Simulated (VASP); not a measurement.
A run of VASP 6.6.1 is set up as follows.

Contents of INCAR:

```
ALGO = Normal
EDIFF = 1E-6
ENCUT = 500
GGA = PE
GGA_COMPAT = False
ISIF = 2
ISMEAR = 0
LASPH = True
LCHARG = False
LREAL = False
LWAVE = False
NBANDS = 12
NELM = 120
PREC = Accurate
SIGMA = 0.1
```

File KPOINTS:

```
k-points
0
Gamma
  9 9 39
```

The input POSCAR:

```
Cr
1.0
    3.8927050841      0.0000002572      0.0018624397
   -1.9463523193      3.3711816209     -0.0018624397
   -1.9459427478      1.1234905693      0.8510549841
Cr
1
Direct
    0.0000000000      0.0000000000      0.0000000000
```

Potentials or basis: VASP PAW PBE potentials, release 64 (Cr_pv).

The run is started by

```sh
$ cat potpaw_PBE.64/Cr_pv/POTCAR > POTCAR
$ mpirun -np 1 vasp_std > vasp.out
```

Question: Predict the pressure.

Answer: 8.9 GPa.

Question: Estimate the band gap on the k mesh.

Answer: Zero (bands 6 and 7 overlap by 2.56 eV).

Stress tensor (GPa, compression positive):
```
13.53 -0.03  0.01
-0.03 13.50 -0.01
 0.01 -0.01 -0.46
```

Caveat: the stress differs along the axes, from -0 to 14 GPa; the run has no spin polarisation, though such a crystal can be magnetic. Spin polarisation is off, so any magnetic state and its effect on volume and gap are missing.
